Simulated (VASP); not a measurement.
# GaN (P6_3/mmc) in VASP: settings compared

Aim: see how the results for GaN move with the level of theory and the settings. Levels: PBE, LDA, r2SCAN. Tasks: single point.

Program: VASP 6.6.1. These are calculated values, not measurements. Logs are shortened: lines on timing, memory, paths and dates and some standing lists are left out, and cuts for length are marked.

## (1) The cell of the first run

The structure is hexagonal, space group P6_3/mmc (No. 194). The conventional cell has a = 3.300 Å, b = 3.300 Å, c = 4.756 Å, α = 90.00°, β = 90.00°, γ = 120.00°. Ga (site symmetry -6m2) has 5 N at 1.91 to 2.38 Å within 2.5 Å. Within 2.5 Å of N (site symmetry -6m2) lie 5 Ga at 1.91 to 2.38 Å.

## (2) Single point, PBE

INCAR reads:

```
ALGO     = Normal         # electronic algorithm
EDIFF    = 1E-6           # SCF threshold, eV
ENCUT    = 520            # plane-wave cutoff, eV
GGA      = PE             # functional
ISIF     = 2              # what is computed and relaxed
ISMEAR   = 0              # smearing method
LASPH    = True           # aspherical terms in the spheres
LCHARG   = False          # write CHGCAR
LREAL    = False          # projectors in reciprocal space
LWAVE    = False          # write WAVECAR
NBANDS   = 26             # bands
NELM     = 60             # most SCF steps
PREC     = Accurate       # precision mode
SIGMA    = 0.01           # smearing width, eV
```

KPOINTS reads:

```
k-points
0
Gamma
  6 6 4
```

POSCAR reads:

```
GaN
1.0
    3.3000348257      0.0000000000      0.0000000000
   -1.6500174128      2.8579139924      0.0000000000
    0.0000000000      0.0000000000      4.7558746756
Ga N
2 2
Direct
    0.3333333333      0.6666666667      0.2500000000
    0.6666666667      0.3333333333      0.7500000000
    0.6666666667      0.3333333333      0.2500000000
    0.3333333333      0.6666666667      0.7500000000
```

Potentials or basis: VASP PAW PBE potentials, release 64 (Ga_d, N).

Command:

```console
$ cat potpaw_PBE.64/Ga_d/POTCAR potpaw_PBE.64/N/POTCAR > POTCAR
$ mpirun -np 1 vasp_std > vasp.out
```

OUTCAR:

```text
EDIFF = 1E-6
   ENCUT = 520
   GGA = PE
   ISIF = 2
   ISMEAR = 0
   LASPH = True
   LREAL = False
   NELM = 60
   PREC = Accurate

 ion  position               nearest neighbor table
   1  0.333  0.667  0.250-   3 1.91   3 1.91   3 1.91
   2  0.667  0.333  0.750-   4 1.91   4 1.91   4 1.91
   3  0.667  0.333  0.250-   1 1.91   1 1.91   1 1.91
   4  0.333  0.667  0.750-   2 1.91   2 1.91   2 1.91

  LATTYP: Found a hexagonal cell.
 ALAT       =     3.3000348257
 C/A-ratio  =     1.4411589352

  Lattice vectors:

 A1 = (   3.3000348257,   0.0000000000,   0.0000000000)
 A2 = (  -1.6500174128,   2.8579139924,   0.0000000000)
 A3 = (   0.0000000000,   0.0000000000,   4.7558746756)

Analysis of symmetry for initial positions (statically):
=====================================================================
 Subroutine PRICEL returns:
 Original cell was already a primitive cell.

 Routine SETGRP: Setting up the symmetry group for a
 hexagonal supercell.

 Subroutine GETGRP returns: Found 24 space group operations
 (whereof 12 operations were pure point group operations)
 out of a pool of 24 trial point group operations.

The static configuration has the point symmetry D_3d.
 The point group associated with its full space group is D_6h.

Analysis of symmetry for dynamics (positions and initial velocities):
=====================================================================
 Subroutine PRICEL returns:
 Original cell was already a primitive cell.

 Routine SETGRP: Setting up the symmetry group for a
 hexagonal supercell.

 Subroutine GETGRP returns: Found 24 space group operations
 (whereof 12 operations were pure point group operations)
 out of a pool of 24 trial point group operations.

The dynamic configuration has the point symmetry D_3d.
 The point group associated with its full space group is D_6h.

 Subroutine INISYM returns: Found 24 space group operations
 (whereof 12 operations are pure point group operations),
 and found     1 'primitive' translations

----------------------------------------------------------------------------------------

                                     Primitive cell

  volume of cell :      44.8537

  direct lattice vectors                    reciprocal lattice vectors
     3.300034826  0.000000000  0.000000000     0.303027105  0.174952781  0.000000000
    -1.650017413  2.857913992  0.000000000     0.000000000  0.349905561  0.000000000
     0.000000000  0.000000000  4.755874676     0.000000000  0.000000000  0.210266264

  length of vectors
     3.300034826  3.300034826  4.755874676     0.349905561  0.349905561  0.210266264

  position of ions in fractional coordinates (direct lattice)
     0.333333333  0.666666667  0.250000000
     0.666666667  0.333333333  0.750000000
     0.666666667  0.333333333  0.250000000
     0.333333333  0.666666667  0.750000000

  ion indices of the primitive-cell ions
   primitive index   ion index
                 1           1
                 2           2
                 3           3
                 4           4

----------------------------------------------------------------------------------------

 KPOINTS: k-points

Automatic generation of k-mesh.
 Grid dimensions read from file:
 generate k-points for:    6    6    4

 Generating k-lattice:

  Cartesian coordinates                     Fractional coordinates (reciprocal lattice)
     0.050504518  0.029158797  0.000000000     0.166666667  0.000000000  0.000000000
     0.000000000  0.058317594  0.000000000     0.000000000  0.166666667  0.000000000
     0.000000000  0.000000000  0.052566566     0.000000000  0.000000000  0.250000000

  Length of vectors
     0.058317594  0.058317594  0.052566566

  Shift w.r.t. Gamma in fractional coordinates (k-lattice)
     0.000000000  0.000000000  0.000000000

 Subroutine IBZKPT returns following result:
 ===========================================

 Found     21 irreducible k-points:

 Following reciprocal coordinates:
            Coordinates               Weight
  0.000000  0.000000  0.000000      1.000000
  0.166667  0.000000  0.000000      6.000000
  0.333333  0.000000  0.000000      6.000000
  0.500000  0.000000  0.000000      3.000000
  0.166667  0.166667  0.000000      6.000000
  0.333333  0.166667  0.000000     12.000000
[... 13 lines left out ...]
  0.333333  0.166667  0.500000     12.000000
  0.333333  0.333333  0.500000      2.000000
   k-points           NKPTS =     21   k-points in BZ     NKDIM =     21   number of bands    NBANDS=     26
   number of dos      NEDOS =    301   number of ions     NIONS =      4
   total plane-waves  NPLWV =  28224
   dimension x,y,z NGX =    28 NGY =   28 NGZ =   36
   dimension x,y,z NGXF=    56 NGYF=   56 NGZF=   72
   ions per type =               2   2
   NGX,Y,Z   is equivalent  to a cutoff of  14.11, 14.11, 12.58 a.u.
   NGXF,Y,Z  is equivalent  to a cutoff of  28.21, 28.21, 25.17 a.u.
 SYSTEM =  unknown system
   PREC   = accura    normal or accurate (medium, high low for compatibility)
   ISTART =      0    job   : 0-new  1-cont  2-samecut
   ICHARG =      2    charge: 1-file 2-atom 10-const
   ISPIN  =      1    spin polarized calculation?
   LNONCOLLINEAR =      F non collinear calculations
   LSORBIT =      F    spin-orbit coupling
   LASPH  =      T    aspherical Exc in radial PAW
   ENCUT  =  520.0 eV  38.22 Ry    6.18 a.u.   6.14  6.14  8.84*2*pi/ulx,y,z
   NELM   =     60;   NELMIN=  2; NELMDL= -5     # of ELM steps
   EDIFF  = 0.1E-05   stopping-criterion for ELM
   LREAL  =      F    real-space projection
   EDIFFG = 0.1E-04   stopping-criterion for IOM
   NSW    =      0    number of steps for IOM
   IBRION =     -1    ionic relax: 0-MD 1-quasi-New 2-CG
   NFREE  =      0    steps in history (QN), initial steepest desc. (CG)
   ISIF   =      2    stress and relaxation
   ISYM   =      2    0-nonsym 1-usesym 2-fastsym
   POTIM  = 0.5000    time-step for ionic-motion
   TEBEG  =    0.0;   TEEND  =   0.0 temperature during run
   PSTRESS=    0.0 pullay stress
   NELECT =      36.0000    total number of electrons
   NUPDOWN=      -1.0000    fix difference up-down
   EMIN   =  10.00;   EMAX   =-10.00  energy-range for DOS
   EFERMI =   0.00;   METHOD = LEGACY
   ISMEAR =     0;   SIGMA  =   0.01  broadening in eV -4-tet -1-fermi 0-gaus
   EFERMI_NEDOS =   21; number of points for ismear=-14 and -15
   IALGO  =     38    algorithm
   IMIX   =      4    mixing-type and parameters
     AMIX     =   0.40;   BMIX     =  1.00
     AMIX_MAG =   1.60;   BMIX_MAG =  1.00
  volume/ion in A,a.u.               =      11.21        75.67
  Fermi-wavevector in a.u.,A,eV,Ry     =   1.521398  2.875026 31.492770  2.314653
  Thomas-Fermi vector in A             =   2.630119
   LORBIT       =      0    0 simple, 1 ext, 2 COOP (PROOUT), +10 PAW based schemes
   GGA     = PE    functional components
   LHFCALC =     F    Hartree Fock is set to
   AEXX    =    0.0000 exact exchange contribution
   IVDW    =     0    specifies the selected vdW correction
   LEPSILON=     F    determine dielectric tensor
   LRPA    =     F    only Hartree local field effects (RPA)
 non-spin polarized calculation
 Gauss-broadening in eV      SIGMA  =   0.01
  energy-cutoff  :      520.00
  volume of cell :       44.85
 maximum number of plane-waves:      1228
 NGX is ok and might be reduce to    28
   NGX = 13   NGY = 13   NGZ = 17

 number of electron      35.9999985 magnetization

 Free energy of the ion-electron system (eV)
  ---------------------------------------------------
  ext. energy  EPLUGINS =         0.00000000
  ---------------------------------------------------
  free energy    TOTEN  =       -23.35321258 eV

  energy without entropy =      -23.35321258  energy(sigma->0) =      -23.35321258

 E-fermi :   6.2462     XC(G=0): -11.8000

 val. band max:        6.1341748595   @ k =   0.0000   0.0000   0.0000
 cond. band min:       7.5956368164   @ k =   0.0000   0.0000   0.0000
 fundamental gap:      1.4614619569
 Fermi energy:         6.2461837795

 k-point     1 :       0.0000    0.0000    0.0000
  band No.  band energies     occupation
      1     -10.6001      2.00000
      2      -9.6674      2.00000
      3      -8.0572      2.00000
      4      -8.0572      2.00000
      5      -8.0485      2.00000
      6      -8.0485      2.00000
[... 18 lines left out ...]
     25      16.4841      0.00000
     26      18.6370      0.00000

 k-point     2 :       0.1667    0.0000    0.0000
  band No.  band energies     occupation
      1     -10.3361      2.00000
      2      -9.5796      2.00000
      3      -8.0524      2.00000
      4      -8.0146      2.00000
      5      -7.9963      2.00000
      6      -7.9882      2.00000
[... 18 lines left out ...]
     25      16.8493      0.00000
     26      17.3934      0.00000

 k-point     3 :       0.3333    0.0000    0.0000
  band No.  band energies     occupation
      1      -9.8143      2.00000
      2      -9.4448      2.00000
      3      -7.9813      2.00000
      4      -7.9555      2.00000
      5      -7.9200      2.00000
      6      -7.8855      2.00000
[... 18 lines left out ...]
     25      18.0912      0.00000
     26      18.5440      0.00000

 k-point     4 :       0.5000    0.0000    0.0000
  band No.  band energies     occupation
      1      -9.5859      2.00000
      2      -9.4058      2.00000
      3      -7.9880      2.00000
      4      -7.9340      2.00000
      5      -7.9328      2.00000
      6      -7.8444      2.00000
[... 18 lines left out ...]
     25      18.1093      0.00000
     26      19.0898      0.00000

 k-point     5 :       0.1667    0.1667    0.0000
  band No.  band energies     occupation
      1      -9.9384      2.00000
      2      -9.4707      2.00000
      3      -8.0166      2.00000
      4      -7.9677      2.00000
      5      -7.9334      2.00000
      6      -7.9184      2.00000
[... 18 lines left out ...]
     25      17.4942      0.00000
     26      17.6785      0.00000

 k-point     6 :       0.3333    0.1667    0.0000
  band No.  band energies     occupation
      1      -9.5750      2.00000
      2      -9.4006      2.00000
      3      -7.9807      2.00000
      4      -7.9439      2.00000
      5      -7.9281      2.00000
      6      -7.8727      2.00000
[... 340 lines left out ...]
 k-point    18 :       0.5000    0.0000    0.5000
  band No.  band energies     occupation
      1      -9.3472      2.00000
      2      -9.3472      2.00000
      3      -8.0372      2.00000
      4      -8.0372      2.00000
      5      -7.8586      2.00000
      6      -7.8586      2.00000
[... 18 lines left out ...]
     25      18.5914      0.00000
     26      18.5914      0.00000

 k-point    19 :       0.1667    0.1667    0.5000
  band No.  band energies     occupation
      1      -9.5252      2.00000
      2      -9.5252      2.00000
      3      -8.0212      2.00000
      4      -8.0212      2.00000
      5      -7.9539      2.00000
      6      -7.9539      2.00000
[... 18 lines left out ...]
     25      17.1595      0.00000
     26      17.1595      0.00000

 k-point    20 :       0.3333    0.1667    0.5000
  band No.  band energies     occupation
      1      -9.3349      2.00000
      2      -9.3349      2.00000
      3      -8.0343      2.00000
      4      -8.0343      2.00000
      5      -7.8869      2.00000
      6      -7.8869      2.00000
[... 18 lines left out ...]
     25      17.9910      0.00000
     26      17.9910      0.00000

 k-point    21 :       0.3333    0.3333    0.5000
  band No.  band energies     occupation
      1      -9.2747      2.00000
      2      -9.2747      2.00000
      3      -8.0474      2.00000
      4      -8.0474      2.00000
      5      -7.8587      2.00000
      6      -7.8587      2.00000
[... 18 lines left out ...]
     25      18.2355      0.00000
     26      18.2355      0.00000

------------------------ aborting loop because EDIFF is reached ----------------------------------------

  FORCE on cell =-STRESS in cart. coord.  units (eV):
  Direction    XX          YY          ZZ          XY          YZ          ZX
  --------------------------------------------------------------------------------------
  -------------------------------------------------------------------------------------
  Total        1.9658239      1.9658239      1.4237639      0.0000000      0.0000000      0.0000000
  in kB       70.2193991     70.2193991     50.8569699      0.0000000      0.0000000      0.0000000
  external PRESSURE =      63.7652560 kB  Pullay stress =       0.0000000 kB

 VOLUME and BASIS-vectors are now :
 -----------------------------------------------------------------------------
  energy-cutoff  :      520.00
  volume of cell :       44.85
      direct lattice vectors                 reciprocal lattice vectors
     3.300034826  0.000000000  0.000000000     0.303027105  0.174952781  0.000000000
    -1.650017413  2.857913992  0.000000000     0.000000000  0.349905561  0.000000000
     0.000000000  0.000000000  4.755874676     0.000000000  0.000000000  0.210266264

 POSITION                                       TOTAL-FORCE (eV/Angst)
 -----------------------------------------------------------------------------------
     -0.00000      1.90528      1.18897         0.000000      0.000000      0.000000
      1.65002      0.95264      3.56691        -0.000000     -0.000000      0.000000
      1.65002      0.95264      1.18897         0.000000     -0.000000     -0.000000
     -0.00000      1.90528      3.56691        -0.000000     -0.000000     -0.000000
 -----------------------------------------------------------------------------------
    total drift:                                0.000000      0.000000     -0.000000

  FREE ENERGIE OF THE ION-ELECTRON SYSTEM (eV)
  ---------------------------------------------------
  free  energy   TOTEN  =       -23.3532125757 eV

  energy  without entropy=      -23.3532125757  energy(sigma->0) =      -23.35321258
```

Run time: 39 s. Hardware: 1 thread of AMD EPYC 7R13 (Zen 3), shared host; peak memory 0.15 GiB.

What came out:

| Item | Value |
| --- | --- |
| Free energy | -23.3532 eV |
| Pressure | 6.4 GPa |
| Band gap on the k mesh | 1.46 eV, direct |

Levels at points of the mesh, in eV from the valence-band top:
| k point | band 15 | band 16 | band 17 | band 18 | band 19 | band 20 | band 21 | band 22 |
| --- | --- | --- | --- | --- | --- | --- | --- | --- |
| (0.00, 0.00, 0.00) | -2.11 | -0.93 | -0.93 | 0.00 | 1.46 | 2.05 | 8.31 | 8.31 |
| (0.50, 0.00, 0.00) | -4.02 | -3.98 | -2.17 | -1.95 | 3.31 | 5.02 | 6.64 | 8.10 |
| (0.00, 0.00, 0.50) | -1.51 | -1.51 | -1.51 | -1.51 | 3.56 | 3.56 | 7.88 | 7.88 |
| (0.50, 0.00, 0.50) | -3.15 | -3.15 | -1.18 | -1.18 | 4.32 | 4.32 | 6.28 | 6.28 |

(Part 1 of 3 ends here.)
